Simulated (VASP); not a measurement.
A run of VASP 6.6.1 is set up as follows.

File INCAR:

```
PREC = Accurate ; ENCUT = 520
EDIFF = 1E-7 ; ISMEAR = 0
SIGMA = 0.05 ; LREAL = False
LASPH = True ; NELM = 80
ALGO = Normal ; ISIF = 2
LWAVE = False ; LCHARG = False
NBANDS = 21
```

Contents of KPOINTS:

```
Automatic mesh
0
Gamma
  8 8 6
```

File POSCAR:

```
AlGaN2
1.0
    3.1152864692      0.0000000000      0.0000000000
    0.0000000000      3.1152864692      0.0000000000
    0.0000000000      0.0000000000      4.2747219141
Al Ga N
1 1 2
Direct
    0.5000000000      0.5000000000      0.5000000000
    0.0000000000      0.0000000000      0.0000000000
    0.5000000000      0.0000000000      0.7400513246
    0.0000000000      0.5000000000      0.2599486754
```

Potentials or basis: VASP PAW LDA potentials, release 64 (Al, Ga_d, N).

Run with:

```sh
$ cat potpaw_LDA.64/Al/POTCAR potpaw_LDA.64/Ga_d/POTCAR potpaw_LDA.64/N/POTCAR > POTCAR
$ mpirun -np 1 vasp_std > vasp.out
```

(1) What does it give for the pressure?

(2) What does it give for the largest force?

(3) What does it give for the band gap on the k mesh?

Results:

(1) 6.4 GPa.

(2) 0.087 eV/Å.

(3) 3.29 eV, direct.

Caveat: the cell differs from its parent crystal (strain +0.000 along x and y, -0.025 along z).
